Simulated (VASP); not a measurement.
Input of a VASP 6.6.1 run:

INCAR

```
PREC = Accurate ; ENCUT = 500
EDIFF = 1E-7 ; ISMEAR = -1
SIGMA = 0.15 ; LREAL = False
LASPH = True ; NELM = 120
ALGO = Normal ; ISIF = 3
LWAVE = False ; LCHARG = False
GGA = PE ; IVDW = 12
IBRION = 2 ; NSW = 80
EDIFFG = -0.02 ; GGA_COMPAT = False
NELMIN = 4
```

Contents of KPOINTS:

```
regular mesh
0
Gamma
  10 10 10
```

File POSCAR:

```
Rh
1.0
    0.0000000000      1.8978500000      1.8978500000
    1.8978500000      0.0000000000      1.8978500000
    1.8978500000      1.8978500000      0.0000000000
Rh
1
Direct
    0.0000000000      0.0000000000      0.0000000000
```

Potentials or basis: VASP PAW PBE potentials, release 64 (Rh_pv).

Command:

```bash
$ cat potpaw_PBE.64/Rh_pv/POTCAR > POTCAR
$ mpirun -np 1 vasp_std > vasp.out
```

(1) Predict the space group after relaxing (to 0.05 Å).

(2) Predict the dispersion energy per atom.

(3) Predict the relaxed volume.

Results:

(1) Fm-3m (No. 225).

(2) -0.650 eV.

(3) 13.69 Å³/atom.

Caveat: pairwise dispersion overbinds metals, which lowers pressure and volume.
